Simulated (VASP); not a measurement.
# Cu (I4/mmm) in VASP: a series of runs

The runs below take Cu through single point, relaxation of cell and atoms, with PBEsol.

Everything below comes from runs of VASP 6.6.1. Logs are shortened: lines on timing, memory, paths and dates and some standing lists are left out, and cuts for length are marked.

## Step 1: The cell of the first run

The structure is tetragonal, space group I4/mmm (No. 139). Conventional cell: a = 2.890 Å, b = 2.890 Å, c = 2.720 Å, α = 90.00°, β = 90.00°, γ = 90.00°. Cu (site symmetry 4/mmm) has 14 Cu at 2.45 to 2.89 Å within 3.2 Å.

## Step 2: Single point, PBEsol

INCAR

```
SYSTEM = Cu
PREC = Accurate
ENCUT = 820
EDIFF = 1E-6
ISMEAR = 0
SIGMA = 0.15
LREAL = .FALSE.
LASPH = .TRUE.
NELM = 120
ALGO = Normal
ISIF = 2
LWAVE = .FALSE.
LCHARG = .TRUE.
GGA = PS
LELF = .TRUE.
LVHAR = .TRUE.
NBANDS = 26
GGA_COMPAT = .FALSE.
```

KPOINTS

```
Automatic mesh
0
G
  14 14 8
  0 0 0
```

POSCAR

```
Cu
1.0
    1.4450917292     -1.4450917292     -1.3600072005
    1.4450917292      1.4450917292     -1.3600072005
    2.8901834585      0.0000000000      2.7200144010
Cu
2
Direct
    0.0000000000      0.0000000000      0.0000000000
    0.5000000000      0.5000000000      0.5000000000
```

Potentials or basis: VASP PAW PBE potentials, release 64 (Cu_sv_GW).

Launch:

```console
$ cat potpaw_PBE.64/Cu_sv_GW/POTCAR > POTCAR
$ mpirun -np 1 vasp_std > vasp.out
```

OUTCAR:

```text
SYSTEM = Cu
   PREC = Accurate
   ENCUT = 820
   EDIFF = 1E-6
   ISMEAR = 0
   LREAL = .FALSE.
   LASPH = .TRUE.
   NELM = 120
   ISIF = 2
   GGA = PS

 ion  position               nearest neighbor table
   1  0.000  0.000  0.000-   2 2.45   2 2.45   2 2.45   2 2.45
   2  0.500  0.500  0.500-   1 2.45   1 2.45   1 2.45   1 2.45

  LATTYP: Found a base centered monoclinic cell.
 ALAT       =     3.9688334262
 B/A-ratio  =     0.7282198944
 C/A-ratio  =     1.0000000000
 COS(beta)  =    -0.0606084291

  Lattice vectors:

 A1 = (  -1.4450917292,   1.4450917292,   1.3600072005)
 A2 = (  -1.4450917292,  -1.4450917292,   1.3600072005)
 A3 = (   2.8901834585,   0.0000000000,   2.7200144010)

Analysis of symmetry for initial positions (statically):
=====================================================================
 Subroutine PRICEL returns following result:

  LATTYP: Found a body centered tetragonal cell.
 ALAT       =     2.8901834585
 C/A-ratio  =     0.9411217108

  Lattice vectors:

 A1 = (   1.4450917292,   1.4450917292,   1.3600072005)
 A2 = (  -1.4450917292,  -1.4450917292,   1.3600072005)
 A3 = (   1.4450917292,  -1.4450917292,  -1.3600072005)

   2 primitive cells build up your supercell.

 Routine SETGRP: Setting up the symmetry group for a
 base centered monoclinic supercell.

 Subroutine GETGRP returns: Found  4 space group operations
 (whereof  4 operations were pure point group operations)
 out of a pool of  4 trial point group operations.

The static configuration has the point symmetry C_2h.

Analysis of symmetry for dynamics (positions and initial velocities):
=====================================================================
 Subroutine PRICEL returns following result:

  LATTYP: Found a body centered tetragonal cell.
 ALAT       =     2.8901834585
 C/A-ratio  =     0.9411217108

  Lattice vectors:

 A1 = (   1.4450917292,   1.4450917292,   1.3600072005)
 A2 = (  -1.4450917292,  -1.4450917292,   1.3600072005)
 A3 = (   1.4450917292,  -1.4450917292,  -1.3600072005)

   2 primitive cells build up your supercell.

 Routine SETGRP: Setting up the symmetry group for a
 base centered monoclinic supercell.

 Subroutine GETGRP returns: Found  4 space group operations
[... 91 lines left out ...]
 SYSTEM =  Cu
   PREC   = accura    normal or accurate (medium, high low for compatibility)
   ISTART =      0    job   : 0-new  1-cont  2-samecut
   ICHARG =      2    charge: 1-file 2-atom 10-const
   ISPIN  =      1    spin polarized calculation?
   LNONCOLLINEAR =      F non collinear calculations
   LSORBIT =      F    spin-orbit coupling
   LASPH  =      T    aspherical Exc in radial PAW
   ENCUT  =  820.0 eV  60.27 Ry    7.76 a.u.   5.73  5.73  9.27*2*pi/ulx,y,z
   NELM   =    120;   NELMIN=  2; NELMDL= -5     # of ELM steps
   EDIFF  = 0.1E-05   stopping-criterion for ELM
   LREAL  =      F    real-space projection
   EDIFFG = 0.1E-04   stopping-criterion for IOM
   NSW    =      0    number of steps for IOM
   IBRION =     -1    ionic relax: 0-MD 1-quasi-New 2-CG
   NFREE  =      0    steps in history (QN), initial steepest desc. (CG)
   ISIF   =      2    stress and relaxation
   ISYM   =      2    0-nonsym 1-usesym 2-fastsym
   POTIM  = 0.5000    time-step for ionic-motion
   TEBEG  =    0.0;   TEEND  =   0.0 temperature during run
   PSTRESS=    0.0 pullay stress
   NELECT =      38.0000    total number of electrons
   NUPDOWN=      -1.0000    fix difference up-down
   EMIN   =  10.00;   EMAX   =-10.00  energy-range for DOS
   EFERMI =   0.00;   METHOD = LEGACY
   ISMEAR =     0;   SIGMA  =   0.15  broadening in eV -4-tet -1-fermi 0-gaus
   EFERMI_NEDOS =   21; number of points for ismear=-14 and -15
   IALGO  =     38    algorithm
   IMIX   =      4    mixing-type and parameters
     AMIX     =   0.40;   BMIX     =  1.00
     AMIX_MAG =   1.60;   BMIX_MAG =  1.00
  volume/ion in A,a.u.               =      11.36        76.66
  Fermi-wavevector in a.u.,A,eV,Ry     =   1.943250  3.672210 51.378603  3.776221
  Thomas-Fermi vector in A             =   2.972475
   LORBIT       =      0    0 simple, 1 ext, 2 COOP (PROOUT), +10 PAW based schemes
   GGA     = PS    functional components
   LHFCALC =     F    Hartree Fock is set to
   AEXX    =    0.0000 exact exchange contribution
   IVDW    =     0    specifies the selected vdW correction
   LEPSILON=     F    determine dielectric tensor
   LRPA    =     F    only Hartree local field effects (RPA)
 non-spin polarized calculation
 Gauss-broadening in eV      SIGMA  =   0.15
  energy-cutoff  :      820.00
  volume of cell :       22.72
 maximum number of plane-waves:      1235
   NGX = 11   NGY = 11   NGZ = 19

 number of electron      38.0000010 magnetization

 Free energy of the ion-electron system (eV)
  ---------------------------------------------------
  ext. energy  EPLUGINS =         0.00000000
  ---------------------------------------------------
  free energy    TOTEN  =        -8.69514232 eV

  energy without entropy =       -8.68548211  energy(sigma->0) =       -8.69031221

 E-fermi :   7.9042     XC(G=0): -13.8038

 val. band max:        7.8990570073   @ k =   0.5000   0.0714   0.1250
 cond. band min:       7.9048004151   @ k =   0.5000   0.1429   0.3750
 fundamental gap:      0.0057434078
 Fermi energy:         7.9041927807

 k-point     1 :       0.0000    0.0000    0.0000
  band No.  band energies     occupation
      1    -104.4734      2.00000
      2    -104.4539      2.00000
      3     -62.0525      2.00000
      4     -61.9710      2.00000
      5     -61.9298      2.00000
      6     -61.9294      2.00000
[... 685 lines left out ...]
     25      26.6578      0.00000
     26      27.0124      0.00000

 [... further k-points ...]

------------------------ aborting loop because EDIFF is reached ----------------------------------------

  FORCE on cell =-STRESS in cart. coord.  units (eV):
  Direction    XX          YY          ZZ          XY          YZ          ZX
  --------------------------------------------------------------------------------------
  -------------------------------------------------------------------------------------
  Total       -0.2286173     -0.2302899     -0.2193457      0.0000000      0.0000000      0.0129867
  in kB      -16.1212079    -16.2391554    -15.4674129      0.0000000      0.0000000      0.9157712
  external PRESSURE =     -15.9425921 kB  Pullay stress =       0.0000000 kB

 VOLUME and BASIS-vectors are now :
 -----------------------------------------------------------------------------
  energy-cutoff  :      820.00
  volume of cell :       22.72
      direct lattice vectors                 reciprocal lattice vectors
     1.445091729 -1.445091729 -1.360007200     0.172999399 -0.345998797 -0.183822556
     1.445091729  1.445091729 -1.360007200     0.172999399  0.345998797 -0.183822556
     2.890183459  0.000000000  2.720014401     0.172999399  0.000000000  0.183822556

 POSITION                                       TOTAL-FORCE (eV/Angst)
 -----------------------------------------------------------------------------------
      0.00000      0.00000      0.00000        -0.000000     -0.000000      0.000000
      2.89018      0.00000      0.00000         0.000000      0.000000     -0.000000
 -----------------------------------------------------------------------------------
    total drift:                               -0.000000      0.000000     -0.000000

  FREE ENERGIE OF THE ION-ELECTRON SYSTEM (eV)
  ---------------------------------------------------
  free  energy   TOTEN  =        -8.6951423167 eV

  energy  without entropy=       -8.6854821112  energy(sigma->0) =       -8.69031221
```

OSZICAR:

```text
N       E                     dE             d eps       ncg     rms          rms(c)
DAV:   1     0.817188407008E+03    0.81719E+03   -0.29959E+04 32904   0.653E+03
DAV:   2     0.673829129988E+02   -0.74981E+03   -0.72278E+03 35556   0.138E+03
DAV:   3    -0.781445904437E+01   -0.75197E+02   -0.73359E+02 41026   0.562E+02
DAV:   4    -0.106666658530E+02   -0.28522E+01   -0.28418E+01 38938   0.106E+02
DAV:   5    -0.107796402588E+02   -0.11297E+00   -0.11295E+00 38496   0.160E+01    0.128E+01
DAV:   6    -0.999376076136E+01    0.78588E+00   -0.18941E+01 31636   0.262E+02    0.823E+00
DAV:   7    -0.872639686041E+01    0.12674E+01   -0.57241E+00 31526   0.144E+02    0.254E+00
DAV:   8    -0.869603555488E+01    0.30361E-01   -0.10479E-01 41600   0.799E+00    0.367E-01
DAV:   9    -0.869540066321E+01    0.63489E-03   -0.92249E-03 35736   0.518E+00    0.154E-01
DAV:  10    -0.869514178301E+01    0.25888E-03   -0.95898E-04 41344   0.166E+00    0.847E-03
DAV:  11    -0.869514347488E+01   -0.16919E-05   -0.17121E-05 37006   0.185E-01    0.838E-03
DAV:  12    -0.869514238296E+01    0.10919E-05   -0.91361E-07 15238   0.759E-02    0.856E-04
DAV:  13    -0.869514231666E+01    0.66295E-07   -0.38644E-07 15180   0.217E-02
   1 F= -.86951423E+01 E0= -.86903122E+01  d E =-.966021E-02
```

stdout:

```text
POSCAR found type information on POSCAR Cu
 POSCAR found :  1 types and       2 ions
 scaLAPACK will be used
 -----------------------------------------------------------------------------
|                                                                             |
|                                                                             |
|     You enforced a specific xc type in the INCAR file but a different       |
|     I HOPE YOU KNOW WHAT YOU ARE DOING!                                     |
|                                                                             |
 -----------------------------------------------------------------------------

 LDA part: xc-table for (Slater+PW92), standard interpolation
 POSCAR, INCAR and KPOINTS ok, starting setup
 FFT: planning ... GRIDC
 FFT: planning ... GRID_SOFT
 FFT: planning ... GRID
 WAVECAR not read
 entering main loop
```

Wall time 6.7 min (1 thread of AMD EPYC 7R13 (Zen 3), shared host); peak memory 0.53 GiB.

What came out:

| Item | Value |
| --- | --- |
| Free energy | -8.6951 eV |
| Pressure | -1.6 GPa |
| Band gap on the k mesh | zero (bands 19 and 20 overlap by 6.22 eV) |

Stress tensor (GPa, compression positive):
```
-1.61  0.00  0.09
 0.00 -1.62  0.00
 0.09  0.00 -1.55
```

Caveat: the PAW data sets were made with another functional, which shifts forces and pressure a little.

## Step 3: Single point, PBEsol (strain along c alone, the other axes held: -1.0 %)

INCAR

```
PREC = Accurate
ENCUT = 520
EDIFF = 1E-7
ISMEAR = 0
SIGMA = 0.1
LREAL = F
LASPH = T
NELM = 100
ALGO = Fast
ISIF = 2
LWAVE = F
LCHARG = T
GGA = PS
LELF = T
LVHAR = T
NBANDS = 18
```

KPOINTS

```
Automatic mesh
0
Gamma
  18 18 20
```

POSCAR

```
Cu
1.0
    2.8901834593      0.0000000000      0.0000000000
    0.0000000000      2.8901834593      0.0000000000
    0.0000000000      0.0000000000      2.6928142541
Cu
2
Direct
    0.0000000000      0.0000000000      0.0000000000
    0.5000000000      0.5000000000      0.5000000000
```

Potentials or basis: VASP PAW PBE potentials, release 64 (Cu).

Launch:

```console
$ cat potpaw_PBE.64/Cu/POTCAR > POTCAR
$ mpirun -np 1 vasp_std > vasp.out
```

Wall time 4.6 min (1 thread of AMD EPYC 9R14 (Zen 4), shared host); peak memory 0.27 GiB.

Results (log left out):

| Item | Value |
| --- | --- |
| Free energy | -8.5412 eV |
| Pressure | 2.6 GPa |
| Band gap on the k mesh | zero (bands 11 and 12 overlap by 7.87 eV) |

Stress tensor (GPa, compression positive):
```
2.56 0.00 0.00
0.00 2.56 0.00
0.00 0.00 2.67
```

Levels at points of the mesh, in eV from the Fermi level:
| k point | band 9 | band 10 | band 11 | band 12 | band 13 | band 14 |
| --- | --- | --- | --- | --- | --- | --- |
| (0.00, 0.00, 0.00) | -1.59 | -1.59 | -1.51 | 7.48 | 7.48 | 10.29 |
| (0.50, 0.00, 0.00) | -2.37 | -2.37 | -1.52 | -1.52 | 13.93 | 13.93 |
| (0.50, 0.50, 0.00) | -1.41 | -1.41 | -1.11 | -1.11 | 4.09 | 4.09 |
| (0.00, 0.00, 0.50) | -2.47 | -2.47 | -0.93 | -0.93 | 14.73 | 14.73 |
| (0.50, 0.00, 0.50) | -1.38 | -1.38 | -0.55 | -0.55 | 4.89 | 4.89 |
| (0.50, 0.50, 0.50) | -1.95 | -1.95 | 6.35 | 6.35 | 6.85 | 6.85 |

Caveat: the cell differs from its parent crystal (strain along c alone, the other axes held: -1.0 %); the PAW data sets were made with another functional, which shifts forces and pressure a little.

(Continued in part 2 of 2.)

The gap in the log of VASP goes by the Fermi energy; the results here count the filled bands.